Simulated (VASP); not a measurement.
The system is CdSb2C.

```
Cd Sb C
1.0
     4.00296    0.00000    0.00000
     0.00000    4.00296    0.00000
     0.00000    0.00000    5.66103
Cd Sb C
1 2 1
Direct
  0.00000 0.00000 0.00000
  0.00000 0.50000 0.25000
  0.50000 0.00000 0.75000
  0.50000 0.50000 0.50000
```

- Program: VASP 6.6.1
- Task: relaxation of cell and atoms
- Functional: PBE
- Potentials or basis: VASP PAW PBE potentials, release 64 (Cd, Sb, C)
- Cutoff: 600 eV
- k mesh: 6 × 6 × 4
- Occupations: fermi-dirac, width 0.02 eV
- Spin: no spin polarisation

At the start: pressure 13.8 GPa; volume 22.68 Å³/atom.

Problem. Where does the relaxation end?

Solution. Over 18 steps the energy falls by 578.0 meV/atom and the volume is 25.00 Å³/atom (+10.2 %); space group P-4m2 (No. 115, to 0.05 Å).

Step by step:
```tsv
step	energy change (eV)	largest force (eV/Å)	pressure (GPa)	volume (Å³)
1	0.0000	5.0031	13.82	90.71
2	-1.4274	0.8299	-6.18	118.89
3	-1.5354	1.5216	-3.78	111.25
4	-1.9720	0.7481	-2.14	105.15
5	-2.1662	0.1399	0.65	99.58
6	-2.1740	0.2524	1.99	97.62
7	-2.1764	0.0975	1.49	98.31
8	-2.2585	0.3084	0.13	100.59
9	-2.2720	0.4768	-0.89	102.69
10	-2.2739	0.4334	-0.66	102.19
11	-2.3036	0.2537	-0.07	100.65
12	-2.3108	0.0803	0.37	99.50
13	-2.3108	0.0736	0.39	99.45
14	-2.3112	0.0221	-0.34	100.60
15	-2.3119	0.0174	-0.04	100.09
16	-2.3119	0.0186	-0.01	100.07
17	-2.3120	0.0095	0.01	100.03
18	-2.3120	0.0002	0.02	99.99
```

Final structure:
```
CELL_PARAMETERS angstrom
3.86174 0.00000 0.00000
0.00000 3.86174 0.00000
0.00000 0.00000 6.70496
ATOMIC_POSITIONS crystal
Cd 0.00000 0.00000 0.00000
Sb 0.00000 0.50000 0.31657
Sb 0.50000 0.00000 0.68343
C 0.50000 0.50000 0.50000
```
